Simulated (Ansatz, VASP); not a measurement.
# One calculation of HgTe, two programs

File INCAR:

```
SYSTEM = HgTe
  PREC = Accurate
  ENCUT = 520
  EDIFF = 1E-6
  ISMEAR = -1
  SIGMA = 0.02
  LREAL = .False.
  LASPH = .True.
  NELM = 60
  ALGO = Normal
  ISIF = 2
  LWAVE = .False.
  LCHARG = .False.
  GGA = PE
  NBANDS = 16
```

File KPOINTS:

```
Automatic mesh
0
Gamma
  6 6 6
  0 0 0
```

POSCAR

```
HgTe
1.0
    0.0000000000      3.1904831503      3.4196598397
    3.1904831503      0.0000000000      3.4196598397
    3.1904831503      3.1904831503      0.0000000000
Hg Te
1 1
Direct
    0.0000000000      0.0000000000      0.0000000000
    0.2500000000      0.2500000000      0.2500000000
```

Input for Ansatz:

```yaml
crystal:
  lattice:
    - [0.0, 3.1904831503, 3.4196598397]
    - [3.1904831503, 0.0, 3.4196598397]
    - [3.1904831503, 3.1904831503, 0.0]
  atoms:
    - { symbol: Hg, position: [0.0, 0.0, 0.0] }
    - { symbol: Te, position: [0.25, 0.25, 0.25] }
kpoints:
  mp_grid: { grid: [6, 6, 6] }
  band_path:
    path:
      - [0.0, 0.0, 0.0]
      - [-0.5, -0.5, 0.0]
      - [-0.375, -0.375, 0.25]
      - [-0.375, 0.0, 0.375]
      - [0.0, 0.0, 0.5]
      - [-0.5, -0.25, 0.25]
      - [-0.035807, -0.035807, 0.0]
    npoints: 1
hamiltonian:
  xc: pbe
scf:
  occupations: { method: fermi_dirac, width: 0.02 }
  n_extra_bands: 4
output:
  forces: true
  stress: true
  eigenvalues: true
```

Change from the starting cell: epitaxial_xy strain -3.0%.

Alike in both runs: task single point; functional PBE; k mesh 6 × 6 × 6; occupations fermi-dirac, width 0.02 eV; no spin polarisation.

|  | VASP | Ansatz |
| --- | --- | --- |
| version | VASP 6.6.1 | Ansatz 0.2.0 |
| potentials or method | VASP PAW PBE potentials, release 64 (Hg, Te) | plane waves, PAW |
| plane-wave cutoff (eV) | 520 | 420 |
| valence electrons in the cell | 18 | 36 |

```tsv
	VASP	Ansatz	Ansatz less VASP
pressure (GPa)	2.2	2.2	-0.06
traceless stress, the component that is largest in VASP (GPa)	-0.70	-0.70	+0.001
```

With one functional, cell and mesh, what is left measures potentials, basis and numerics. VASP's potentials hold 18 valence electrons a cell and Ansatz's 36, so a difference there can come from the potentials and not from the codes.

Neither program's run includes spin-orbit coupling.
